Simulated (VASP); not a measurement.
# TiGe (F-43m) in VASP: a series of runs

Runs on TiGe. Level: PBE. Tasks: single point, relaxation of cell and atoms.

All numbers are computed with VASP 6.6.1; they aren't measurements. Logs are shortened: lines on timing, memory, paths and dates and some standing lists are left out, and cuts for length are marked.

### 1 The cell of the first run

It takes space group F-43m (No. 216, cubic). The conventional cell has a = 5.221 Å, b = 5.221 Å, c = 5.221 Å, α = 90.00°, β = 90.00°, γ = 90.00°. Ti (site symmetry -43m) has 4 Ge at 2.26 Å within 3.0 Å. Within 3.0 Å of Ge (site symmetry -43m) lie 4 Ti at 2.26 Å.

### 2 Single point, PBE

INCAR

```
SYSTEM = TiGe
PREC = Accurate
ENCUT = 520
EDIFF = 1E-6
ISMEAR = 0
SIGMA = 0.1
LREAL = .False.
LASPH = .True.
NELM = 100
ALGO = Normal
ISIF = 2
LWAVE = .False.
LCHARG = .True.
GGA = PE
LELF = .True.
LVHAR = .True.
NBANDS = 20
```

KPOINTS

```
Automatic mesh
0
Gamma
  6 6 6
  0 0 0
```

POSCAR

```
TiGe
1.0
    0.0000000000      2.6105379600      2.6105379600
    2.6105379600      0.0000000000      2.6105379600
    2.6105379600      2.6105379600      0.0000000000
Ti Ge
1 1
Direct
    0.0000000000      0.0000000000      0.0000000000
    0.2500000000      0.2500000000      0.2500000000
```

Potentials or basis: VASP PAW PBE potentials, release 64 (Ti_sv, Ge_d).

Launch:

```sh
$ cat potpaw_PBE.64/Ti_sv/POTCAR potpaw_PBE.64/Ge_d/POTCAR > POTCAR
$ mpirun -np 1 vasp_std > vasp.out
```

OUTCAR:

```text
SYSTEM = TiGe
   PREC = Accurate
   ENCUT = 520
   EDIFF = 1E-6
   ISMEAR = 0
   LREAL = .False.
   LASPH = .True.
   NELM = 100
   ISIF = 2
   GGA = PE

 ion  position               nearest neighbor table
   1  0.000  0.000  0.000-   2 2.26   2 2.26   2 2.26   2 2.26
   2  0.250  0.250  0.250-   1 2.26   1 2.26   1 2.26   1 2.26

  LATTYP: Found a face centered cubic cell.
 ALAT       =     5.2210759200

  Lattice vectors:

 A1 = (   0.0000000000,   2.6105379600,   2.6105379600)
 A2 = (   2.6105379600,   0.0000000000,   2.6105379600)
 A3 = (   2.6105379600,   2.6105379600,   0.0000000000)

Analysis of symmetry for initial positions (statically):
=====================================================================
 Subroutine PRICEL returns:
 Original cell was already a primitive cell.

 Routine SETGRP: Setting up the symmetry group for a
 face centered cubic supercell.

 Subroutine GETGRP returns: Found 24 space group operations
 (whereof 24 operations were pure point group operations)
 out of a pool of 48 trial point group operations.

The static configuration has the point symmetry T_d .

Analysis of symmetry for dynamics (positions and initial velocities):
=====================================================================
 Subroutine PRICEL returns:
 Original cell was already a primitive cell.

 Routine SETGRP: Setting up the symmetry group for a
 face centered cubic supercell.

 Subroutine GETGRP returns: Found 24 space group operations
 (whereof 24 operations were pure point group operations)
 out of a pool of 48 trial point group operations.

The dynamic configuration has the point symmetry T_d .

 Subroutine INISYM returns: Found 24 space group operations
 (whereof 24 operations are pure point group operations),
 and found     1 'primitive' translations

----------------------------------------------------------------------------------------

                                     Primitive cell

  volume of cell :      35.5812

  direct lattice vectors                    reciprocal lattice vectors
     0.000000000  2.610537960  2.610537960    -0.191531404  0.191531404  0.191531404
     2.610537960  0.000000000  2.610537960     0.191531404 -0.191531404  0.191531404
     2.610537960  2.610537960  0.000000000     0.191531404  0.191531404 -0.191531404

  length of vectors
     3.691858188  3.691858188  3.691858188     0.331742123  0.331742123  0.331742123

  position of ions in fractional coordinates (direct lattice)
     0.000000000  0.000000000  0.000000000
     0.250000000  0.250000000  0.250000000

  ion indices of the primitive-cell ions
   primitive index   ion index
                 1           1
                 2           2

----------------------------------------------------------------------------------------

 KPOINTS: Automatic mesh

Automatic generation of k-mesh.
 Grid dimensions read from file:
 generate k-points for:    6    6    6

 Generating k-lattice:

  Cartesian coordinates                     Fractional coordinates (reciprocal lattice)
    -0.031921901  0.031921901  0.031921901     0.166666667  0.000000000  0.000000000
     0.031921901 -0.031921901  0.031921901     0.000000000  0.166666667  0.000000000
     0.031921901  0.031921901 -0.031921901     0.000000000  0.000000000  0.166666667

  Length of vectors
     0.055290354  0.055290354  0.055290354

  Shift w.r.t. Gamma in fractional coordinates (k-lattice)
     0.000000000  0.000000000  0.000000000

 Subroutine IBZKPT returns following result:
 ===========================================

 Found     16 irreducible k-points:

 Following reciprocal coordinates:
            Coordinates               Weight
  0.000000  0.000000  0.000000      1.000000
  0.166667  0.000000  0.000000      8.000000
  0.333333  0.000000  0.000000      8.000000
  0.500000  0.000000  0.000000      4.000000
  0.166667  0.166667  0.000000      6.000000
  0.333333  0.166667  0.000000     24.000000
[... 8 lines left out ...]
 -0.333333  0.333333  0.166667     24.000000
 -0.333333  0.500000  0.166667     12.000000
   k-points           NKPTS =     16   k-points in BZ     NKDIM =     16   number of bands    NBANDS=     20
   number of dos      NEDOS =    301   number of ions     NIONS =      2
   total plane-waves  NPLWV =  21952
   dimension x,y,z NGX =    28 NGY =   28 NGZ =   28
   dimension x,y,z NGXF=    56 NGYF=   56 NGZF=   56
   ions per type =               1   1
   NGX,Y,Z   is equivalent  to a cutoff of  12.61, 12.61, 12.61 a.u.
   NGXF,Y,Z  is equivalent  to a cutoff of  25.22, 25.22, 25.22 a.u.
 SYSTEM =  TiGe
   PREC   = accura    normal or accurate (medium, high low for compatibility)
   ISTART =      0    job   : 0-new  1-cont  2-samecut
   ICHARG =      2    charge: 1-file 2-atom 10-const
   ISPIN  =      1    spin polarized calculation?
   LNONCOLLINEAR =      F non collinear calculations
   LSORBIT =      F    spin-orbit coupling
   LASPH  =      T    aspherical Exc in radial PAW
   ENCUT  =  520.0 eV  38.22 Ry    6.18 a.u.   6.86  6.86  6.86*2*pi/ulx,y,z
   NELM   =    100;   NELMIN=  2; NELMDL= -5     # of ELM steps
   EDIFF  = 0.1E-05   stopping-criterion for ELM
   LREAL  =      F    real-space projection
   EDIFFG = 0.1E-04   stopping-criterion for IOM
   NSW    =      0    number of steps for IOM
   IBRION =     -1    ionic relax: 0-MD 1-quasi-New 2-CG
   NFREE  =      0    steps in history (QN), initial steepest desc. (CG)
   ISIF   =      2    stress and relaxation
   ISYM   =      2    0-nonsym 1-usesym 2-fastsym
   POTIM  = 0.5000    time-step for ionic-motion
   TEBEG  =    0.0;   TEEND  =   0.0 temperature during run
   PSTRESS=    0.0 pullay stress
   NELECT =      26.0000    total number of electrons
   NUPDOWN=      -1.0000    fix difference up-down
   EMIN   =  10.00;   EMAX   =-10.00  energy-range for DOS
   EFERMI =   0.00;   METHOD = LEGACY
   ISMEAR =     0;   SIGMA  =   0.10  broadening in eV -4-tet -1-fermi 0-gaus
   EFERMI_NEDOS =   21; number of points for ismear=-14 and -15
   IALGO  =     38    algorithm
   IMIX   =      4    mixing-type and parameters
     AMIX     =   0.40;   BMIX     =  1.00
     AMIX_MAG =   1.60;   BMIX_MAG =  1.00
  volume/ion in A,a.u.               =      17.79       120.06
  Fermi-wavevector in a.u.,A,eV,Ry     =   1.474549  2.786494 29.583084  2.174295
  Thomas-Fermi vector in A             =   2.589307
   LORBIT       =      0    0 simple, 1 ext, 2 COOP (PROOUT), +10 PAW based schemes
   GGA     = PE    functional components
   LHFCALC =     F    Hartree Fock is set to
   AEXX    =    0.0000 exact exchange contribution
   IVDW    =     0    specifies the selected vdW correction
   LEPSILON=     F    determine dielectric tensor
   LRPA    =     F    only Hartree local field effects (RPA)
 non-spin polarized calculation
 Gauss-broadening in eV      SIGMA  =   0.10
  energy-cutoff  :      520.00
  volume of cell :       35.58
 maximum number of plane-waves:       982
   NGX = 13   NGY = 13   NGZ = 13

 number of electron      26.0000019 magnetization

 Free energy of the ion-electron system (eV)
  ---------------------------------------------------
  ext. energy  EPLUGINS =         0.00000000
  ---------------------------------------------------
  free energy    TOTEN  =       -10.19482985 eV

  energy without entropy =      -10.19313033  energy(sigma->0) =      -10.19398009

 E-fermi :   6.7042     XC(G=0): -11.1450

 val. band max:        6.4367122674   @ k =   0.5000   0.5000   0.0000
 cond. band min:       6.7064424953   @ k =   0.3333   0.3333   0.0000
 fundamental gap:      0.2697302279
 Fermi energy:         6.7041823336

 k-point     1 :       0.0000    0.0000    0.0000
  band No.  band energies     occupation
      1     -49.7175      2.00000
      2     -26.0700      2.00000
      3     -26.0700      2.00000
      4     -26.0700      2.00000
      5     -16.7414      2.00000
      6     -16.7414      2.00000
[... 12 lines left out ...]
     19      15.1739      0.00000
     20      17.1799      0.00000

 k-point     2 :       0.1667    0.0000    0.0000
  band No.  band energies     occupation
      1     -49.7157      2.00000
      2     -26.0869      2.00000
      3     -26.0717      2.00000
      4     -26.0717      2.00000
      5     -16.7458      2.00000
      6     -16.7458      2.00000
[... 12 lines left out ...]
     19      14.7099      0.00000
     20      17.0604      0.00000

 k-point     3 :       0.3333    0.0000    0.0000
  band No.  band energies     occupation
      1     -49.7123      2.00000
      2     -26.1202      2.00000
      3     -26.0749      2.00000
      4     -26.0749      2.00000
      5     -16.7644      2.00000
      6     -16.7480      2.00000
[... 12 lines left out ...]
     19      14.5789      0.00000
     20      17.9624      0.00000

 k-point     4 :       0.5000    0.0000    0.0000
  band No.  band energies     occupation
      1     -49.7105      2.00000
      2     -26.1367      2.00000
      3     -26.0766      2.00000
      4     -26.0766      2.00000
      5     -16.7757      2.00000
      6     -16.7466      2.00000
[... 12 lines left out ...]
     19      14.2099      0.00000
     20      17.8703      0.00000

 k-point     5 :       0.1667    0.1667    0.0000
  band No.  band energies     occupation
      1     -49.7152      2.00000
      2     -26.0877      2.00000
      3     -26.0746      2.00000
      4     -26.0746      2.00000
      5     -16.7557      2.00000
      6     -16.7382      2.00000
[... 12 lines left out ...]
     19      15.1804      0.00000
     20      16.0928      0.00000

 k-point     6 :       0.3333    0.1667    0.0000
  band No.  band energies     occupation
      1     -49.7123      2.00000
      2     -26.1117      2.00000
      3     -26.0797      2.00000
      4     -26.0785      2.00000
      5     -16.7641      2.00000
      6     -16.7513      2.00000
[... 12 lines left out ...]
     19      15.1846      0.00000
     20      16.9679      0.00000

 k-point     7 :       0.5000    0.1667    0.0000
  band No.  band energies     occupation
      1     -49.7099      2.00000
      2     -26.1298      2.00000
      3     -26.0869      2.00000
      4     -26.0795      2.00000
      5     -16.7730      2.00000
      6     -16.7573      2.00000
[... 12 lines left out ...]
     19      14.7803      0.00000
     20      18.1943      0.00000

 k-point     8 :      -0.3333    0.1667    0.0000
  band No.  band energies     occupation
      1     -49.7105      2.00000
      2     -26.1243      2.00000
      3     -26.0889      2.00000
      4     -26.0766      2.00000
      5     -16.7693      2.00000
      6     -16.7540      2.00000
[... 12 lines left out ...]
     19      14.9572      0.00000
     20      17.9123      0.00000

 k-point     9 :      -0.1667    0.1667    0.0000
  band No.  band energies     occupation
      1     -49.7134      2.00000
      2     -26.1031      2.00000
      3     -26.0811      2.00000
      4     -26.0727      2.00000
      5     -16.7539      2.00000
      6     -16.7531      2.00000
[... 12 lines left out ...]
     19      16.0392      0.00000
     20      16.1803      0.00000

 k-point    10 :       0.3333    0.3333    0.0000
  band No.  band energies     occupation
      1     -49.7105      2.00000
      2     -26.1220      2.00000
      3     -26.0837      2.00000
      4     -26.0837      2.00000
      5     -16.7747      2.00000
      6     -16.7463      2.00000
[... 12 lines left out ...]
     19      14.7555      0.00000
     20      15.8329      0.00000

 k-point    11 :       0.5000    0.3333    0.0000
  band No.  band energies     occupation
      1     -49.7088      2.00000
      2     -26.1299      2.00000
      3     -26.0936      2.00000
      4     -26.0853      2.00000
      5     -16.7767      2.00000
      6     -16.7594      2.00000
[... 12 lines left out ...]
     19      15.1892      0.00000
     20      16.7781      0.00000

 k-point    12 :      -0.3333    0.3333    0.0000
  band No.  band energies     occupation
      1     -49.7088      2.00000
      2     -26.1182      2.00000
      3     -26.1090      2.00000
      4     -26.0818      2.00000
      5     -16.7693      2.00000
      6     -16.7678      2.00000
[... 12 lines left out ...]
     19      15.1037      0.00000
     20      19.2052      0.00000

 k-point    13 :       0.5000    0.5000    0.0000
  band No.  band energies     occupation
      1     -49.7082      2.00000
      2     -26.1387      2.00000
      3     -26.0882      2.00000
      4     -26.0882      2.00000
      5     -16.7822      2.00000
      6     -16.7516      2.00000
[... 12 lines left out ...]
     19      15.1912      0.00000
     20      15.5848      0.00000

 k-point    14 :       0.5000    0.3333    0.1667
  band No.  band energies     occupation
      1     -49.7100      2.00000
      2     -26.1209      2.00000
      3     -26.0939      2.00000
      4     -26.0812      2.00000
      5     -16.7699      2.00000
      6     -16.7574      2.00000
[... 12 lines left out ...]
     19      16.2352      0.00000
     20      16.6220      0.00000

 k-point    15 :      -0.3333    0.3333    0.1667
  band No.  band energies     occupation
      1     -49.7088      2.00000
      2     -26.1218      2.00000
      3     -26.1032      2.00000
      4     -26.0839      2.00000
      5     -16.7710      2.00000
      6     -16.7636      2.00000
[... 12 lines left out ...]
     19      15.9656      0.00000
     20      17.7558      0.00000

 k-point    16 :      -0.3333    0.5000    0.1667
  band No.  band energies     occupation
      1     -49.7082      2.00000
      2     -26.1266      2.00000
      3     -26.1002      2.00000
      4     -26.0884      2.00000
      5     -16.7748      2.00000
      6     -16.7616      2.00000
[... 12 lines left out ...]
     19      16.1447      0.00000
     20      17.1842      0.00000

------------------------ aborting loop because EDIFF is reached ----------------------------------------

  FORCE on cell =-STRESS in cart. coord.  units (eV):
  Direction    XX          YY          ZZ          XY          YZ          ZX
  --------------------------------------------------------------------------------------
  -------------------------------------------------------------------------------------
  Total        8.5288754      8.5288754      8.5288754      0.0000000      0.0000000     -0.0000000
  in kB      384.0451803    384.0451803    384.0451803      0.0000000      0.0000000     -0.0000000
  external PRESSURE =     384.0451803 kB  Pullay stress =       0.0000000 kB

 VOLUME and BASIS-vectors are now :
 -----------------------------------------------------------------------------
  energy-cutoff  :      520.00
  volume of cell :       35.58
      direct lattice vectors                 reciprocal lattice vectors
     0.000000000  2.610537960  2.610537960    -0.191531404  0.191531404  0.191531404
     2.610537960  0.000000000  2.610537960     0.191531404 -0.191531404  0.191531404
     2.610537960  2.610537960  0.000000000     0.191531404  0.191531404 -0.191531404

 POSITION                                       TOTAL-FORCE (eV/Angst)
 -----------------------------------------------------------------------------------
      0.00000      0.00000      0.00000         0.000000     -0.000000      0.000000
      1.30527      1.30527      1.30527        -0.000000      0.000000     -0.000000
 -----------------------------------------------------------------------------------
    total drift:                                0.000002      0.000002      0.000002

  FREE ENERGIE OF THE ION-ELECTRON SYSTEM (eV)
  ---------------------------------------------------
  free  energy   TOTEN  =       -10.1948298503 eV

  energy  without entropy=      -10.1931303343  energy(sigma->0) =      -10.19398009
```

Wall time 7.9 s (1 thread of Intel Xeon 6975P-C (Granite Rapids), shared host); peak memory 0.16 GiB.

Results:

```
Free energy            : -10.1948 eV
Pressure               : 38.4 GPa
Band gap on the k mesh : zero (band 13 reaches 6.86 eV, above the bottom of band 14 at 6.71 eV)
```

[end of part 1 of 2]
